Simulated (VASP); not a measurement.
A run of VASP 6.6.1:

Contents of INCAR:

```
ALGO = Normal
EDIFF = 1E-6
ENCUT = 520
GGA = PE
ISIF = 2
ISMEAR = 0
LASPH = True
LCHARG = True
LELF = True
LREAL = False
LVHAR = True
LWAVE = False
NBANDS = 9
NELM = 60
PREC = Accurate
SIGMA = 0.1
```

File KPOINTS:

```
k-points
0
Gamma
  18 18 8
```

POSCAR

```
Mg
1.0
    3.2084676347      0.0000000000      0.0000000000
   -1.6042338173      2.7786144789      0.0000000000
    0.0000000000      0.0000000000      5.1442212926
Mg
2
Direct
    0.3333333333      0.6666666667      0.2500000000
    0.6666666667      0.3333333333      0.7500000000
```

Potentials or basis: VASP PAW PBE potentials, release 64 (Mg).

The run is started by

```sh
$ cat potpaw_PBE.64/Mg/POTCAR > POTCAR
$ mpirun -np 1 vasp_std > vasp.out
```

Hardware: 1 thread of Intel Xeon 8259CL, on a shared host.

Problem. Estimate the wall time of this run.

Solution. It took 53 s on 1 thread of Intel Xeon 8259CL, on a shared host, peak memory 0.21 GiB. Counts: scf iterations 10, k points 185.
